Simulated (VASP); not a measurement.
# Al32Cu (a cell with a defect) in VASP: single point with PBE

Aim: the single point of Al32Cu (a cell with a defect) with PBE.

All numbers are computed with VASP 6.6.1; they aren't measurements. Logs are shortened: lines on timing, memory, paths and dates and some standing lists are left out, and cuts for length are marked.

## (1) The cell of the first run

The cell holds a defect, 33 atoms: a = 8.100 Å, b = 8.100 Å, c = 8.100 Å, α = 90.00°, β = 90.00°, γ = 90.00°.

## (2) Single point, PBE

File INCAR:

```
SYSTEM = Al32Cu
PREC = Accurate
ENCUT = 520
EDIFF = 1E-7
ISMEAR = -1
SIGMA = 0.15
LREAL = Auto
LASPH = .True.
NELM = 80
ALGO = Normal
ISIF = 2
LWAVE = .False.
LCHARG = .False.
GGA = PE
NBANDS = 76
```

File KPOINTS:

```
Automatic mesh
0
Gamma
  2 2 2
  0 0 0
```

File POSCAR:

```
Al32Cu
1.0
    8.1000000000      0.0000000000      0.0000000000
    0.0000000000      8.1000000000      0.0000000000
    0.0000000000      0.0000000000      8.1000000000
Al Cu
32 1
Direct
    0.4948641975      0.0251358025      0.0665925926
    0.6505185185      0.3143086420      0.0556172840
    0.7110370370      0.0310617284      0.2662592593
   -0.0615679012      0.0210493827     -0.0050370370
    0.2352098765      0.1900246914     -0.0023703704
    0.4558518519      0.5393950617     -0.0041728395
    0.6675432099      0.7636172840      0.0301358025
    0.1940617284      0.0582222222      0.3010493827
    0.4181604938      0.2666296296      0.2593209877
    0.7252839506      0.5302592593      0.2726543210
    0.4647654321      0.0968395062      0.5436913580
    0.7056790123      0.3045679012      0.5535185185
    0.6616296296      0.0108024691      0.7476049383
   -0.0032222222      0.3758518519      0.1165555556
    0.2394197531      0.7567654321      0.0134197531
   -0.0728765432      0.2373827160      0.3516296296
    0.2505308642      0.5354814815      0.2901728395
    0.4823827160      0.7717901235      0.2969506173
   -0.0476790123     -0.0159012346      0.5468888889
    0.1755925926      0.2790123457      0.5619629630
    0.4462962963      0.5511111111      0.5417530864
    0.7038024691      0.7626543210      0.5380740741
    0.2506296296      0.0143703704      0.7394938272
    0.4430246914      0.3027407407      0.7691975309
    0.7660493827      0.4967160494      0.8198765432
   -0.0006419753      0.7479506173      0.3164938272
   -0.0508641975      0.5356172840      0.5918765432
    0.2295185185      0.7933333333      0.4984074074
   -0.0492098765      0.2827407407      0.7968395062
    0.1917407407      0.5285432099      0.7896172840
    0.4345432099      0.7886666667      0.7562222222
   -0.0111604938      0.7670123457      0.7668518519
   -0.0756543210      0.6626666667      0.0610987654
```

Potentials or basis: VASP PAW PBE potentials, release 64 (Al, Cu).

The run is started by

```bash
$ cat potpaw_PBE.64/Al/POTCAR potpaw_PBE.64/Cu/POTCAR > POTCAR
$ mpirun -np 1 vasp_std > vasp.out
```

OUTCAR:

```text
SYSTEM = Al32Cu
   PREC = Accurate
   ENCUT = 520
   EDIFF = 1E-7
   ISMEAR = -1
   LREAL = Auto
   LASPH = .True.
   NELM = 80
   ISIF = 2
   GGA = PE

 ion  position               nearest neighbor table
   1  0.495  0.025  0.067-   3 2.38   5 2.55   7 2.56   9 2.58   2 2.66  18 2.78  13 2.92  15 3.03
                             8 3.10  31 3.20  23 3.31  24 3.32
   2  0.651  0.314  0.056-   6 2.46   9 2.53  10 2.55  25 2.59   1 2.66  24 2.87  14 2.89   3 2.90
                            29 3.22  16 3.34
   3  0.711  0.031  0.266-   1 2.38  16 2.52  18 2.81   4 2.87   2 2.90   7 2.91  19 3.02   9 3.04
                            11 3.05  22 3.09  12 3.21  26 3.30
   4  0.938  0.021  0.995-  29 2.66   5 2.77  32 2.80   3 2.87  33 2.95  13 3.01   7 3.04  14 3.07
                             8 3.24  15 3.25  23 3.27
   5  0.235  0.190  0.998-  23 2.53   1 2.55  14 2.63   9 2.66  24 2.66   8 2.70   4 2.77  29 2.92
                            30 3.24   6 3.35
   6  0.456  0.539  0.996-   2 2.46  15 2.49   7 2.51  24 2.66  30 2.72  31 2.81  17 2.91  25 2.91
                             9 3.09  18 3.09  10 3.13   5 3.35
   7  0.668  0.764  0.030-  33 2.25   6 2.51   1 2.56  18 2.63  10 2.77  25 2.87   3 2.91  31 2.92
                             4 3.04  13 3.04  32 3.36
   8  0.194  0.058  0.301-   9 2.50  16 2.64  28 2.69   5 2.70  20 2.77  19 2.86  11 2.96  26 2.97
                             1 3.10   4 3.24  18 3.29
   9  0.418  0.267  0.259-   8 2.50   2 2.53  17 2.58   1 2.58   5 2.66  11 2.71   3 3.04   6 3.09
                            20 3.14  21 3.26  10 3.28  12 3.35
  10  0.725  0.530  0.273-   2 2.55  33 2.59   7 2.77  18 2.78  14 2.83  26 2.86  22 2.86  12 2.92
                            16 2.95   6 3.13  21 3.14  27 3.16   9 3.28
  11  0.465  0.097  0.544-  13 2.40  23 2.44  24 2.48  12 2.58   9 2.71  20 2.77   8 2.96  31 3.04
                             3 3.05  28 3.13  18 3.31  22 3.33
  12  0.706  0.305  0.554-  16 2.49  11 2.58  25 2.70  27 2.74  24 2.75  29 2.80  13 2.87  21 2.90
                            10 2.92   3 3.21  19 3.28   9 3.35
  13  0.662  0.011  0.748-  11 2.40  31 2.57  22 2.65  19 2.87  12 2.87   1 2.92  24 2.96   4 3.01
                             7 3.04  29 3.24  32 3.31  23 3.33
  14  0.997  0.376  0.117-  16 2.28  33 2.44   5 2.63  29 2.72  17 2.81  10 2.83   2 2.89   4 3.07
                            25 3.20  30 3.32
  15  0.239  0.757  0.013-   6 2.49  30 2.62  31 2.63  33 2.69  32 2.85  17 2.87  18 3.03   1 3.03
                            23 3.05  26 3.13   4 3.25
  16  0.927  0.237  0.352-  14 2.28  12 2.49   3 2.52  19 2.60   8 2.64  20 2.66  10 2.95  27 3.11
                             2 3.34
  17  0.251  0.535  0.290-   9 2.58  21 2.59  26 2.67  18 2.68  28 2.69  14 2.81  15 2.87   6 2.91
                            20 3.09
  18  0.482  0.772  0.297-  28 2.62   7 2.63  22 2.65  17 2.68  21 2.69   1 2.78  10 2.78   3 2.81
                            15 3.03   6 3.09   8 3.29  11 3.31
  19  0.952  0.984  0.547-  32 2.52  16 2.60  22 2.70  26 2.70  28 2.75   8 2.86  13 2.87  23 2.89
                            20 3.00   3 3.02  29 3.15  12 3.28
  20  0.176  0.279  0.562-  29 2.63  23 2.65  16 2.66  30 2.74  24 2.75  11 2.77   8 2.77  27 2.78
                            19 3.00  17 3.09  21 3.11   9 3.14
  21  0.446  0.551  0.542-  17 2.59  31 2.59  28 2.66  18 2.69  22 2.70  24 2.73  30 2.88  12 2.90
                            20 3.11  10 3.14   9 3.26
  22  0.704  0.763  0.538-  18 2.65  13 2.65  19 2.70  21 2.70  27 2.74  31 2.81  10 2.86  32 2.96
                            26 2.99   3 3.09  25 3.18  11 3.33
  23  0.251  0.014  0.739-  31 2.36  11 2.44   5 2.53  20 2.65  28 2.65  24 2.82  19 2.89  32 2.93
                            15 3.05   4 3.27  29 3.29   1 3.31  13 3.33
  24  0.443  0.303  0.769-  11 2.48   6 2.66   5 2.66  21 2.73  30 2.74  20 2.75  12 2.75  23 2.82
                             2 2.87  13 2.96  25 3.08   1 3.32
  25  0.766  0.497  0.820-  29 2.30  27 2.39   2 2.59  33 2.70  12 2.70   7 2.87  32 2.87   6 2.91
                            24 3.08  22 3.18  14 3.20
  26  0.999  0.748  0.316-  33 2.26  28 2.40  17 2.67  19 2.70  27 2.85  10 2.86   8 2.97  22 2.99
                            15 3.13   3 3.30
  27  0.949  0.536  0.592-  32 2.37  25 2.39  30 2.54  29 2.64  12 2.74  22 2.74  20 2.78  26 2.85
                            16 3.11  10 3.16  28 3.18
  28  0.230  0.793  0.498-  26 2.40  18 2.62  23 2.65  21 2.66  31 2.67  17 2.69   8 2.69  19 2.75
                            32 2.93  11 3.13  27 3.18  30 3.20
  29  0.951  0.283  0.797-  25 2.30  20 2.63  27 2.64   4 2.66  14 2.72  30 2.79  12 2.80   5 2.92
                            19 3.15   2 3.22  13 3.24  23 3.29
  30  0.192  0.529  0.790-  27 2.54  32 2.54  15 2.62   6 2.72  20 2.74  24 2.74  29 2.79  21 2.88
                            31 2.89  28 3.20   5 3.24  14 3.32
  31  0.435  0.789  0.756-  23 2.36  13 2.57  21 2.59  15 2.63  28 2.67   6 2.81  22 2.81  30 2.89
                             7 2.92  11 3.04   1 3.20
  32  0.989  0.767  0.767-  27 2.37  19 2.52  30 2.54  33 2.58   4 2.80  15 2.85  25 2.87  23 2.93
                            28 2.93  22 2.96  13 3.31   7 3.36
  33  0.924  0.663  0.061-   7 2.25  26 2.26  14 2.44  32 2.58  10 2.59  15 2.69  25 2.70   4 2.95

  LATTYP: Found a simple cubic cell.
 ALAT       =     8.1000000000

  Lattice vectors:

 A1 = (   8.1000000000,   0.0000000000,   0.0000000000)
 A2 = (   0.0000000000,   8.1000000000,   0.0000000000)
 A3 = (   0.0000000000,   0.0000000000,   8.1000000000)

Analysis of symmetry for initial positions (statically):
[... 143 lines left out ...]
            Coordinates               Weight
  0.000000  0.000000  0.000000      1.000000
  0.500000  0.000000  0.000000      1.000000
  0.000000  0.500000  0.000000      1.000000
  0.000000  0.000000  0.500000      1.000000
  0.500000  0.500000  0.000000      1.000000
  0.000000  0.500000  0.500000      1.000000
  0.500000  0.000000  0.500000      1.000000
  0.500000  0.500000  0.500000      1.000000
   k-points           NKPTS =      8   k-points in BZ     NKDIM =      8   number of bands    NBANDS=     76
   number of dos      NEDOS =    301   number of ions     NIONS =     33
   total plane-waves  NPLWV = 216000
   dimension x,y,z NGX =    60 NGY =   60 NGZ =   60
   dimension x,y,z NGXF=   120 NGYF=  120 NGZF=  120
   ions per type =              32   1
   NGX,Y,Z   is equivalent  to a cutoff of  12.31, 12.31, 12.31 a.u.
   NGXF,Y,Z  is equivalent  to a cutoff of  24.63, 24.63, 24.63 a.u.
 SYSTEM =  Al32Cu
   PREC   = accura    normal or accurate (medium, high low for compatibility)
   ISTART =      0    job   : 0-new  1-cont  2-samecut
   ICHARG =      2    charge: 1-file 2-atom 10-const
   ISPIN  =      1    spin polarized calculation?
   LNONCOLLINEAR =      F non collinear calculations
   LSORBIT =      F    spin-orbit coupling
   LASPH  =      T    aspherical Exc in radial PAW
   ENCUT  =  520.0 eV  38.22 Ry    6.18 a.u.  15.06 15.06 15.06*2*pi/ulx,y,z
   NELM   =     80;   NELMIN=  2; NELMDL= -5     # of ELM steps
   EDIFF  = 0.1E-06   stopping-criterion for ELM
   LREAL  =      T    real-space projection
   EDIFFG = 0.1E-05   stopping-criterion for IOM
   NSW    =      0    number of steps for IOM
   IBRION =     -1    ionic relax: 0-MD 1-quasi-New 2-CG
   NFREE  =      0    steps in history (QN), initial steepest desc. (CG)
   ISIF   =      2    stress and relaxation
   ISYM   =      2    0-nonsym 1-usesym 2-fastsym
   POTIM  = 0.5000    time-step for ionic-motion
   TEBEG  =    0.0;   TEEND  =   0.0 temperature during run
   PSTRESS=    0.0 pullay stress
   NELECT =     107.0000    total number of electrons
   NUPDOWN=      -1.0000    fix difference up-down
   EMIN   =  10.00;   EMAX   =-10.00  energy-range for DOS
   EFERMI =   0.00;   METHOD = LEGACY
   ISMEAR =    -1;   SIGMA  =   0.15  broadening in eV -4-tet -1-fermi 0-gaus
   EFERMI_NEDOS =   21; number of points for ismear=-14 and -15
   IALGO  =     38    algorithm
   IMIX   =      4    mixing-type and parameters
     AMIX     =   0.40;   BMIX     =  1.00
     AMIX_MAG =   1.60;   BMIX_MAG =  1.00
  volume/ion in A,a.u.               =      16.10       108.68
  Fermi-wavevector in a.u.,A,eV,Ry     =   0.959513  1.813218 12.526422  0.920666
  Thomas-Fermi vector in A             =   2.088716
   LORBIT       =      0    0 simple, 1 ext, 2 COOP (PROOUT), +10 PAW based schemes
   GGA     = PE    functional components
   LHFCALC =     F    Hartree Fock is set to
   AEXX    =    0.0000 exact exchange contribution
   IVDW    =     0    specifies the selected vdW correction
   LEPSILON=     F    determine dielectric tensor
   LRPA    =     F    only Hartree local field effects (RPA)
 non-spin polarized calculation
  energy-cutoff  :      520.00
  volume of cell :      531.44
 maximum number of plane-waves:     14400
   NGX = 31   NGY = 31   NGZ = 31

 number of electron     107.0000005 magnetization

 Free energy of the ion-electron system (eV)
  ---------------------------------------------------
  ext. energy  EPLUGINS =         0.00000000
  ---------------------------------------------------
  free energy    TOTEN  =      -115.22038666 eV

  energy without entropy =     -114.35710838  energy(sigma->0) =     -114.78874752

 E-fermi :   7.9280     XC(G=0): -10.2605

 val. band max:        7.9052840320   @ k =   0.0000   0.0000   0.0000
 cond. band min:       7.9419343525   @ k =   0.0000   0.0000   0.5000
 fundamental gap:      0.0366503205
 Fermi energy:         7.9279823618

 k-point     1 :       0.0000    0.0000    0.0000
  band No.  band energies     occupation
      1      -3.2207      2.00000
      2      -1.3561      2.00000
      3      -1.2462      2.00000
      4      -1.1497      2.00000
      5      -0.9788      2.00000
      6      -0.7040      2.00000
[... 533 lines left out ...]
     64      10.6850      0.00000
     65      10.7553      0.00000
 [bands above 65 left out]

------------------------ aborting loop because EDIFF is reached ----------------------------------------

  FORCE on cell =-STRESS in cart. coord.  units (eV):
  Direction    XX          YY          ZZ          XY          YZ          ZX
  --------------------------------------------------------------------------------------
  -------------------------------------------------------------------------------------
  Total       35.6956482     33.9180088     33.9813940     -5.6981070      2.5831813      0.6627706
  in kB      107.6145017    102.2553110    102.4464034    -17.1785349      7.7877216      1.9981071
  external PRESSURE =     104.1054054 kB  Pullay stress =       0.0000000 kB

 VOLUME and BASIS-vectors are now :
 -----------------------------------------------------------------------------
  energy-cutoff  :      520.00
  volume of cell :      531.44
      direct lattice vectors                 reciprocal lattice vectors
     8.100000000  0.000000000  0.000000000     0.123456790  0.000000000  0.000000000
     0.000000000  8.100000000  0.000000000     0.000000000  0.123456790  0.000000000
     0.000000000  0.000000000  8.100000000     0.000000000  0.000000000  0.123456790

 POSITION                                       TOTAL-FORCE (eV/Angst)
 -----------------------------------------------------------------------------------
      4.00840      0.20360      0.53940        -1.210194     -0.497207     -1.733991
      5.26920      2.54590      0.45050         1.311710     -1.691596     -0.505730
      5.75940      0.25160      2.15670         0.671517     -0.522749      1.389084
      7.60130      0.17050      8.05920        -0.127775     -0.503698      0.480455
      1.90520      1.53920      8.08080        -0.668064      0.756930      0.110084
      3.69240      4.36910      8.06620        -0.597070     -0.389864      0.365936
[... 25 lines left out ...]
      8.00960      6.21280      6.21150        -0.304558      1.399211      1.559543
      7.48720      5.36760      0.49490         1.126481     -0.083560     -1.189183
 -----------------------------------------------------------------------------------
    total drift:                                0.000757     -0.010034     -0.016399

  FREE ENERGIE OF THE ION-ELECTRON SYSTEM (eV)
  ---------------------------------------------------
  free  energy   TOTEN  =      -115.2203866636 eV

  energy  without entropy=     -114.3571083814  energy(sigma->0) =     -114.78874752
```

Run time: 15 min. Hardware: 1 thread of AMD EPYC 7R13, shared host; peak memory 0.55 GiB.

Results:

* Free energy: -115.2204 eV
* Pressure: 10.4 GPa
* Largest force: 3.753 eV/Å
* Band gap on the k mesh: zero (an odd number of electrons rules out a gap without spin polarisation)

Forces in eV/Å, atoms in the order of the input:
```
Al  -1.210 -0.497 -1.734
Al   1.312 -1.692 -0.506
Al   0.672 -0.523  1.389
Al  -0.128 -0.504  0.480
Al  -0.668  0.757  0.110
Al  -0.597 -0.390  0.366
Al   0.050  0.842 -0.847
Al  -0.213 -1.111 -0.239
Al   0.633  0.934  1.056
Al   0.034  0.255  0.805
Al  -0.457 -0.903 -2.909
Al  -0.578  0.164  0.063
Al   1.791  0.464  1.647
Al   0.571  1.219 -2.108
Al  -1.066  1.357  1.064
Al  -0.052 -0.114  1.332
Al  -0.737 -0.156 -0.422
Al  -0.195  0.554 -0.458
Al  -0.163  0.939  0.095
Al   0.497  0.371 -0.574
Al   0.533 -1.140  0.291
Al   0.318 -0.007 -0.022
Al  -2.226  0.584  0.898
Al   0.443  0.282  0.686
Al  -2.601  2.385  1.277
Al  -1.146  0.220 -0.133
Al   0.475 -0.877 -3.443
Al   0.483  0.024  1.002
Al   1.202 -2.539 -0.128
Al   0.828 -0.777  0.294
Al   1.373 -1.439  0.295
Al  -0.305  1.399  1.560
Cu   1.126 -0.084 -1.189
```

Stress tensor (GPa, compression positive):
```
10.76 -1.72  0.20
-1.72 10.23  0.78
 0.20  0.78 10.24
```

Levels at points of the mesh, in eV from the Fermi level:
| k point | band 51 | band 52 | band 53 | band 54 | band 55 | band 56 |
| --- | --- | --- | --- | --- | --- | --- |
| (0.00, 0.00, 0.00) | -0.10 | -0.02 | 0.09 | 0.21 | 0.28 | 0.41 |
| (0.50, 0.00, 0.00) | -0.57 | -0.31 | -0.22 | 0.06 | 0.25 | 0.43 |
| (0.00, 0.50, 0.00) | -0.40 | -0.23 | -0.14 | -0.09 | 0.13 | 0.28 |
| (0.00, 0.00, 0.50) | -0.37 | -0.30 | -0.16 | 0.01 | 0.09 | 0.25 |
| (0.50, 0.50, 0.00) | -0.57 | -0.49 | -0.09 | 0.46 | 0.58 | 0.70 |
| (0.00, 0.50, 0.50) | -0.61 | -0.58 | -0.18 | 0.52 | 0.56 | 0.77 |
| (0.50, 0.00, 0.50) | -0.53 | -0.50 | -0.36 | 0.41 | 0.47 | 0.73 |
| (0.50, 0.50, 0.50) | -0.62 | -0.56 | -0.46 | -0.40 | -0.28 | -0.21 |

Caveat: the k points lie up to 0.39 Å⁻¹ apart, too coarse for converged energies and pressures of a metal; the atoms stand as in a frame of molecular dynamics.

The gap in the log of VASP goes by the Fermi energy; the results here count the filled bands.